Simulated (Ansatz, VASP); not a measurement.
**MgO2 in VASP and in Ansatz**

```xyz
12
Lattice="4.6910 0.0000 0.0000 0.0000 4.6910 0.0000 0.0000 0.0000 4.6910" Properties=species:S:1:pos:R:3 pbc="T T T"
Mg    0.0000    2.3455    2.3455
Mg    2.3455    2.3455    0.0000
Mg    2.3455    0.0000    2.3455
Mg    0.0000    0.0000    0.0000
O     1.9234    0.4221    4.2689
O     0.4221    4.2689    1.9234
O     4.2689    1.9234    0.4221
O     2.7676    2.7676    2.7676
O     1.9234    1.9234    1.9234
O     0.4221    2.7676    4.2689
O     4.2689    0.4221    2.7676
O     2.7676    4.2689    0.4221
```

Alike in both runs: functional PBEsol; k mesh 6 × 6 × 6; occupations gaussian, width 0.02 eV; no spin polarisation.

Ansatz relaxed the structure, and its values are those at the end. VASP's run is a single point on that final structure, the one shown.

|  | VASP | Ansatz |
| --- | --- | --- |
| version | VASP 6.6.1 | Ansatz 0.2.0 |
| potentials or method | VASP PAW PBE potentials, release 64 (Mg, O), cutoff 520 eV | scalar-relativistic, plane waves, PAW |
| valence electrons in the cell | 56 | 88 |

VASP gave:

* gap on the k mesh at the Fermi level (eV): 4.28
* least direct gap on the mesh (eV): 4.44
* pressure (GPa): 15.8
* rms of the force components (eV/Å): 0.102

Which values does Ansatz return?

gap on the k mesh at the Fermi level (eV): 4.31; least direct gap on the mesh (eV): 4.47; pressure (GPa): 15.7; rms of the force components (eV/Å): 0.001.

VASP's potentials were made for PBE, not for PBEsol. With one functional, cell and mesh, what is left measures potentials, basis and numerics. VASP's potentials hold 56 valence electrons a cell and Ansatz's 88, so a difference there can come from the potentials and not from the codes. Ansatz's warnings: stress scf threshold loose.
